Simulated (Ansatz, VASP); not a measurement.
# Two plane-wave programs on BN

```
CELL_PARAMETERS angstrom
2.50098 0.00000 0.00000
-1.25049 2.16591 0.00000
0.00000 0.00000 6.87416
ATOMIC_POSITIONS crystal
B 0.35006 0.67891 0.25000
B 0.68339 0.34558 0.75000
N 0.33333 0.66667 0.75000
N 0.66667 0.33333 0.25000
```

Change from the starting cell: all B atoms moved +0.037 Å, as atom 1 along Cartesian [1 1 0].

Alike in both runs: task single point; functional r2SCAN; k mesh 12 × 12 × 4; occupations gaussian, width 0.05 eV; no spin polarisation.

```csv
,VASP,Ansatz
version,VASP 6.6.1,Ansatz 0.2.0
potentials or method,"VASP PAW PBE potentials, release 64 (B, N), cutoff 520 eV","scalar-relativistic, plane waves, PAW"
valence electrons in the cell,16,16
```

Ansatz gave:

- gap on the k mesh at the Fermi level (eV): 4.85
- least direct gap on the mesh (eV): 5.32
- pressure (GPa): 0.5
- traceless stress, the component that is largest in VASP (GPa): -0.48
- rms of the force components (eV/Å): 0.913

Q: Estimate VASP's values.

A: gap on the k mesh at the Fermi level (eV): 4.89; least direct gap on the mesh (eV): 5.37; pressure (GPa): 0.9; traceless stress, the component that is largest in VASP (GPa): -1.13; rms of the force components (eV/Å): 0.907.

VASP's potentials were made for PBE, not for r2SCAN. Atom by atom the forces differ by 0.006 eV/Å (rms over components).
